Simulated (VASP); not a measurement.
Runs of VASP 6.6.1 on Cu. The structure is that of space group Pm-3m (No. 221), or close to it. The cells are those of the table. 

```tsv
task	cell	cutoff (eV)	gap on the mesh (eV)	pressure (GPa)
single point	a = 2.267 Å, 1 atom	520	none	20.5
single point	a = 2.359 Å, 1 atom	520	none	(a)
single point	a = 2.208 Å, 1 atom	520	none	40.7
relaxation of cell and atoms	relaxed to 40 GPa from a = 2.350 Å, 1 atom	600	none	40.0
relaxation of cell and atoms	relaxed to 60 GPa from a = 2.350 Å, 1 atom	600	none	59.7
```

Alike in all rows: level PBEsol; potentials or basis VASP PAW PBE potentials, release 64 (Cu); no spin polarisation; k mesh 10 × 10 × 10; smearing fermi-dirac 0.1 eV.

Problem. Estimate the missing entries.

Solution. (a) 0.5.

Caveats: the PAW data sets were made with another functional, which shifts forces and pressure a little; the cell is relaxed towards a set pressure, so the enthalpy falls and the energy may rise (some runs).

A gap of «none» marks levels without a gap at the run's occupations.
